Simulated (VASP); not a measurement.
Crystal: Pt.

```
CELL_PARAMETERS angstrom
0.00000 2.69511 2.69511
2.69511 0.00000 2.69511
2.69511 2.69511 0.00000
ATOMIC_POSITIONS crystal
Pt 0.87500 0.87500 0.87500
Pt 0.12500 0.12500 0.12500
```

```yaml
Program: VASP 6.6.1
Task: relaxation of cell and atoms
Functional: PBE
Potentials_or_basis: VASP PAW PBE potentials, release 64 (Pt)
Cutoff: 500 eV
k_mesh: 14 × 14 × 14
Occupations: fermi-dirac, width 0.05 eV
Spin: no spin polarisation
```

At the start: pressure 39.9 GPa; volume 19.58 Å³/atom.

Task: How do energy, volume and symmetry change on relaxing?

Result: Over 5 steps the energy falls by 447.7 meV/atom and the volume is 24.01 Å³/atom (+22.6 %); space group Fd-3m (No. 227, to 0.05 Å).

Step by step:
```tsv
step	energy change (eV)	largest force (eV/Å)	pressure (GPa)	volume (Å³)
1	0.0000	0.0000	39.93	39.15
2	1.0677	0.0000	-15.13	73.81
3	-0.8791	0.0000	-3.29	49.55
4	-0.8937	0.0000	-1.09	48.50
5	-0.8954	0.0000	0.02	48.02
```

Final structure:
```yaml
crystal:
  lattice:
    - [0.00000, 2.88487, 2.88487]
    - [2.88487, 0.00000, 2.88487]
    - [2.88487, 2.88487, 0.00000]
  atoms:
    - { symbol: Pt, position: [0.87500, 0.87500, 0.87500] }
    - { symbol: Pt, position: [0.12500, 0.12500, 0.12500] }
```

Caveat: the volume moved by over 15 % at a fixed basis, so the end points are rough.
